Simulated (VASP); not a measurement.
Input of a VASP 6.6.1 run:

Contents of INCAR:

```
SYSTEM = Re
ALGO = Normal
DIPOL = 0.5 0.5 0.500
EDIFF = 1E-6
ENCUT = 520
GGA = PE
IDIPOL = 3
ISIF = 2
ISMEAR = 0
LASPH = .TRUE.
LCHARG = .FALSE.
LDIPOL = .TRUE.
LREAL = .FALSE.
LWAVE = .FALSE.
NBANDS = 30
NELM = 100
PREC = Accurate
SIGMA = 0.1
```

KPOINTS

```
k-points
0
G
  15 15 1
  0 0 0
```

Contents of POSCAR:

```
Re
1.0
    2.7748241522      0.0000000000      0.0000000000
   -1.3874120761      2.4030682069      0.0000000000
    0.0000000000      0.0000000000     26.2105595253
Re
6
Direct
    0.6666666667      0.3333333333      0.2861442158
    0.3333333333      0.6666666667      0.3716865295
    0.6666666667      0.3333333333      0.4572288432
    0.3333333333      0.6666666667      0.5427711568
    0.6666666667      0.3333333333      0.6283134705
    0.3333333333      0.6666666667      0.7138557842
```

Potentials or basis: VASP PAW PBE potentials, release 64 (Re).

Run with:

```bash
$ cat potpaw_PBE.64/Re/POTCAR > POTCAR
$ mpirun -np 1 vasp_std > vasp.out
```

**Question.** Estimate the largest force.

**Answer.** 1.413 eV/Å.

**Question.** Predict the band gap on the k mesh.

**Answer.** Zero (bands 21 and 22 overlap by 2.05 eV).

Forces on the atoms (eV/Å):
```
Re   0.000  0.000  1.209
Re   0.000  0.000 -1.413
Re   0.000  0.000  0.459
Re   0.000  0.000 -0.459
Re   0.000  0.000  1.413
Re   0.000  0.000 -1.209
```

Caveat: spin-orbit coupling is left out, which moves the levels of the heavy elements.
